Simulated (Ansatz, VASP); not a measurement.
BaTiO3 in VASP and in Ansatz

The input INCAR:

```
SYSTEM = BaTiO3
PREC = Accurate ; ENCUT = 520
EDIFF = 1E-6 ; ISMEAR = 0
SIGMA = 0.05 ; LREAL = .False.
LASPH = .True. ; NELM = 60
ALGO = Normal ; ISIF = 2
LWAVE = .False. ; LCHARG = .False.
GGA = PE ; NBANDS = 28
```

KPOINTS

```
Automatic mesh
0
Gamma
  8 8 8
  0 0 0
```

POSCAR

```
BaTiO3
1.0
    4.0192318613      0.0000000000      0.0000000000
    0.0000000000      4.0192318613      0.0000000000
    0.0000000000      0.0000000000      4.0192813205
Ba Ti O
1 1 3
Direct
    0.0000000000      0.0000000000      0.0000000000
    0.5165952108      0.5000000000      0.5000000000
    0.5000000000      0.5000000000      0.0000000000
    0.5000000000      0.0000000000      0.5000000000
    0.0000000000      0.5000000000      0.5000000000
```

Input for Ansatz:

```yaml
crystal:
  lattice:
    - [4.0192318613, 0.0, 0.0]
    - [0.0, 4.0192318613, 0.0]
    - [0.0, 0.0, 4.0192813205]
  atoms:
    - { symbol: Ba, position: [0.0, 0.0, 0.0] }
    - { symbol: Ti, position: [0.5165952108, 0.5, 0.5] }
    - { symbol: O, position: [0.5, 0.5, 0.0] }
    - { symbol: O, position: [0.5, 0.0, 0.5] }
    - { symbol: O, position: [0.0, 0.5, 0.5] }
basis:
  ecutwfc: 420
kpoints:
  mp_grid: { grid: [8, 8, 8] }
hamiltonian:
  xc: pbe
scf:
  occupations: { method: gaussian, width: 0.05 }
output:
  forces: true
  stress: true
  eigenvalues: true
  write_density: true
  write_potential: true
  elf: true
  volumetric_format: npy
```

Alike in both runs: task single point; functional PBE; k mesh 8 × 8 × 8; occupations gaussian, width 0.05 eV; no spin polarisation.

|  | VASP | Ansatz |
| --- | --- | --- |
| version | VASP 6.6.1 | Ansatz 0.2.0 |
| potentials or method | VASP PAW PBE potentials, release 64 (Ba_sv, Ti_sv, O), cutoff 520 eV | scalar-relativistic, plane waves, PAW |
| valence electrons in the cell | 40 | 40 |

VASP gave:

| Quantity | Value |
| --- | --- |
| gap on the k mesh at the Fermi level (eV) | 1.72 |
| least direct gap on the mesh (eV) | 1.94 |
| pressure (GPa) | 1.9 |
| traceless stress, the component that is largest in VASP (GPa) | 0.32 |
| rms of the force components (eV/Å) | 0.107 |

Q: Estimate Ansatz's values.

A: gap on the k mesh at the Fermi level (eV): 1.79; least direct gap on the mesh (eV): 1.96; pressure (GPa): 0.2; traceless stress, the component that is largest in VASP (GPa): 0.31; rms of the force components (eV/Å): 0.111.

Atom by atom the forces differ by 0.008 eV/Å (rms over components). Ansatz's warnings: near symmetry operations not taken.

Neither program's run includes spin-orbit coupling.
